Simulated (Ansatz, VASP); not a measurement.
## Pb: VASP beside Ansatz

File INCAR:

```
  ALGO = Normal
  EDIFF = 1E-6
  ENCUT = 520
  GGA = PS
  ISIF = 2
  ISMEAR = 0
  LASPH = True
  LCHARG = False
  LREAL = False
  LWAVE = False
  NBANDS = 13
  NELM = 80
  PREC = Accurate
  SIGMA = 0.15
```

File KPOINTS:

```
k-points
0
Gamma
  16 16 16
```

The input POSCAR:

```
Pb
1.0
    0.0000000000      2.4698000000      2.4698000000
    2.3216120000      0.0000000000      2.4698000000
    2.3216120000      2.4698000000      0.0000000000
Pb
1
Direct
    0.0000000000      0.0000000000      0.0000000000
```

Input for Ansatz:

```yaml
crystal:
  lattice:
    - [0.0, 2.4698, 2.4698]
    - [2.321612, 0.0, 2.4698]
    - [2.321612, 2.4698, 0.0]
  atoms:
    - { symbol: Pb, position: [0.0, 0.0, 0.0] }
basis:
  ecutwfc: 420
kpoints:
  mp_grid: { grid: [16, 16, 16] }
hamiltonian:
  xc: pbesol
scf:
  occupations: { method: gaussian, width: 0.15 }
output:
  forces: true
  stress: true
  eigenvalues: true
```

Change from the starting cell: strain -0.0600 x Voigt [1, 0, 0, 0, 0, 0], atoms carried along.

Alike in both runs: task single point; functional PBEsol; k mesh 16 × 16 × 16; occupations gaussian, width 0.15 eV; no spin polarisation.

|  | VASP | Ansatz |
| --- | --- | --- |
| version | VASP 6.6.1 | Ansatz 0.2.0 |
| potentials or method | VASP PAW PBE potentials, release 64 (Pb_d), cutoff 520 eV | scalar-relativistic, plane waves, PAW |
| valence electrons in the cell | 14 | 14 |

```csv
,VASP,Ansatz,Ansatz less VASP
gap on the k mesh at the Fermi level (eV),none,none,-
pressure (GPa),3.0,3.1,+0.09
"traceless stress, the component that is largest in VASP (GPa)",0.74,0.73,-0.007
```

VASP's potentials were made for PBE, not for PBEsol. A gap of «none» marks a metal or a gap that the smearing closes. The functional is the same, so the differences come from potentials, cutoffs and numerics.

Spin-orbit coupling is off throughout.
